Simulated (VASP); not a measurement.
Mn:

```
Mn
1.0
     4.54677    0.00000    0.00000
     0.00000    4.54677    0.00000
     0.00000    0.00000    4.54677
Mn
8
Direct
  0.00000 0.00000 0.00000
  0.50000 0.50000 0.50000
  0.25000 0.00000 0.50000
  0.75000 0.00000 0.50000
  0.50000 0.25000 0.00000
  0.50000 0.75000 0.00000
  0.00000 0.50000 0.25000
  0.00000 0.50000 0.75000
```

```yaml
Program: VASP 6.6.1
Task: relaxation of cell and atoms
Functional: PBE
Potentials_or_basis: VASP PAW PBE potentials, release 64 (Mn_pv)
Cutoff: 600 eV
k_mesh: 6 × 6 × 6
Occupations: fermi-dirac, width 0.1 eV
Spin: no spin polarisation
```

At the start: pressure -19.3 GPa; volume 11.75 Å³/atom.

Q: Where does the relaxation end?

A: Over 7 steps the energy falls by 62.4 meV/atom and the volume is 10.80 Å³/atom (-8.1 %); space group Pm-3n (No. 223, to 0.1 Å) before and after.

The path:
| step | energy change (eV) | largest force (eV/Å) | pressure (GPa) | volume (Å³) |
| --- | --- | --- | --- | --- |
| 1 | 0.0000 | 0.0000 | -19.34 | 94.00 |
| 2 | 0.8670 | 0.0000 | 47.47 | 75.99 |
| 3 | -0.4987 | 0.0000 | -0.82 | 86.62 |
| 4 | -0.4993 | 0.0000 | -0.16 | 86.41 |
| 5 | -0.4992 | 0.0000 | 0.32 | 86.26 |
| 6 | -0.4992 | 0.0000 | -0.41 | 86.50 |
| 7 | -0.4993 | 0.0000 | 0.00 | 86.36 |

Final structure:
```
Mn
1.0
     4.42018    0.00000    0.00000
     0.00000    4.42018    0.00000
     0.00000    0.00000    4.42018
Mn
8
Direct
  0.00000 0.00000 0.00000
  0.50000 0.50000 0.50000
  0.25000 0.00000 0.50000
  0.75000 0.00000 0.50000
  0.50000 0.25000 0.00000
  0.50000 0.75000 0.00000
  0.00000 0.50000 0.25000
  0.00000 0.50000 0.75000
```

Caveat: the run has no spin polarisation, though such a crystal can be magnetic.
